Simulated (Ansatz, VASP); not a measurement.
Pt in VASP and in Ansatz

INCAR

```
ALGO = Fast
EDIFF = 1E-6
ENCUT = 520
GGA = PS
ISIF = 2
ISMEAR = 0
LASPH = True
LCHARG = False
LREAL = False
LWAVE = False
NBANDS = 11
NELM = 100
PREC = Accurate
SIGMA = 0.15
```

KPOINTS

```
k-points
0
Gamma
  16 16 16
```

POSCAR

```
Pt
1.0
   -1.7773580102      1.6044233233      1.6206181711
    1.7748574391     -1.4798816346      1.4935759113
    1.5834125680      1.2859361925     -1.4960764824
Pt
1
Direct
    0.0000000000      0.0000000000      0.0000000000
```

Input for Ansatz:

```yaml
crystal:
  lattice:
    - [-1.7773580102, 1.6044233233, 1.6206181711]
    - [1.7748574391, -1.4798816346, 1.4935759113]
    - [1.583412568, 1.2859361925, -1.4960764824]
  atoms:
    - { symbol: Pt, position: [0.0, 0.0, 0.0] }
basis:
  ecutwfc: 420
kpoints:
  mp_grid: { grid: [16, 16, 16] }
hamiltonian:
  xc: pbesol
scf:
  occupations: { method: gaussian, width: 0.15 }
output:
  forces: true
  stress: true
  eigenvalues: true
```

Change from the starting cell: cell sheared at random, sigma 0.06, atoms nudged by 0.01 Å.

Alike in both runs: task single point; functional PBEsol; k mesh 16 × 16 × 16; occupations gaussian, width 0.15 eV; no spin polarisation.

|  | VASP | Ansatz |
| --- | --- | --- |
| version | VASP 6.6.1 | Ansatz 0.2.0 |
| potentials or method | VASP PAW PBE potentials, release 64 (Pt), cutoff 520 eV | scalar-relativistic, plane waves, PAW |
| valence electrons in the cell | 10 | 18 |

Ansatz gave:

```
gap on the k mesh at the Fermi level (eV)                     : none
pressure (GPa)                                                : 9.0
traceless stress, the component that is largest in VASP (GPa) : 20.25
```

Problem. What did VASP give for the same quantities?

Solution. gap on the k mesh at the Fermi level (eV): none; pressure (GPa): 8.6; traceless stress, the component that is largest in VASP (GPa): 20.17.

VASP's potentials were made for PBE, not for PBEsol. A gap of «none» marks a metal or a gap that the smearing closes. With one functional, cell and mesh, what is left measures potentials, basis and numerics. VASP's potentials hold 10 valence electrons a cell and Ansatz's 18, so a difference there can come from the potentials and not from the codes.

Spin-orbit coupling is off throughout.
